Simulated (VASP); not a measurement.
Input of a VASP 6.6.1 run:

File INCAR:

```
  ALGO = Normal
  EDIFF = 1E-6
  ENCUT = 400
  GGA = PE
  GGA_COMPAT = F
  ISIF = 2
  ISMEAR = 0
  LASPH = T
  LCHARG = F
  LREAL = F
  LWAVE = F
  NBANDS = 114
  NELECT = 192.0
  NELM = 120
  PREC = Accurate
  SIGMA = 0.02
```

The input KPOINTS:

```
Automatic mesh
0
Gamma
  2 2 2
  0.5 0.5 0.5
```

POSCAR

```
Zr8HS16
1.0
    0.0000000000      6.3829682806     -6.7579064893
    0.0000000000      6.3829682806      6.7579064893
    7.3704169100     -6.3829682806      0.0000000000
Zr S H
8 16 1
Direct
    0.0068585830      0.0224132522      0.0000008141
    0.1231443003      0.1363217540      0.7465212711
    0.2471093617      0.2469445178      0.4934066884
    0.3766215796      0.3898046563      0.2534811833
    0.4994560425      0.5014975031      0.0000002714
    0.6215868480      0.6095218689      0.7434119490
    0.7537008960      0.7535406393      0.5065945449
    0.8781727110      0.8661129111      0.2565887416
    0.8143300056      0.5949858933      0.2528337301
    0.9474964772      0.6886534460      0.0000009497
    0.0688330723      0.8637690497      0.7560770399
    0.1941083164      0.9799102520      0.5066569565
    0.3127571792      0.1076929330      0.2439228367
    0.4336302683      0.2306625294      0.0000021708
    0.5614994829      0.3421518191      0.7471694027
    0.6874515588      0.4732546027      0.4933425130
    0.0522966439      0.2900338785      0.0000001357
    0.1841089180      0.4061651128      0.7473630145
    0.3116232325      0.5262459122      0.5056078978
    0.4367444992      0.6588040975      0.2526369977
    0.5698557516      0.7725367153     -0.0000005427
    0.6907523567      0.8907697737      0.7595265055
    0.8060175960      0.0206412359      0.4943952350
    0.9312284762      0.1312462615      0.2404767629
    0.9895795339      0.5464505849      0.0000014925
```

Potentials or basis: VASP PAW PBE potentials, release 64 (Zr_sv, S, H).

Launch:

```sh
$ cat potpaw_PBE.64/Zr_sv/POTCAR potpaw_PBE.64/S/POTCAR potpaw_PBE.64/H/POTCAR > POTCAR
$ mpirun -np 1 vasp_std > vasp.out
```

Q: Predict the largest force.

A: 0.722 eV/Å.

Forces on the atoms (eV/Å):
```
Zr   0.000  0.263  0.130
Zr   0.008 -0.003 -0.089
Zr  -0.024 -0.020 -0.027
Zr  -0.008 -0.003 -0.089
Zr   0.000 -0.009  0.003
Zr  -0.046 -0.033  0.070
Zr   0.024 -0.020 -0.027
Zr   0.046 -0.033  0.070
S   -0.003  0.004 -0.006
S    0.000 -0.019 -0.005
S   -0.034 -0.040 -0.069
S   -0.017 -0.020 -0.043
S    0.034 -0.040 -0.069
S    0.000  0.025 -0.065
S    0.003  0.004 -0.006
S    0.017 -0.020 -0.043
S    0.000 -0.252 -0.315
S    0.005 -0.052 -0.011
S   -0.022 -0.016  0.005
S   -0.005 -0.052 -0.011
S    0.000  0.004  0.016
S    0.008 -0.007 -0.024
S    0.022 -0.016  0.005
S   -0.008 -0.007 -0.024
H    0.000  0.362  0.625
```

Caveat: the cell carries a net charge on a neutralising background, which shifts energy and pressure.
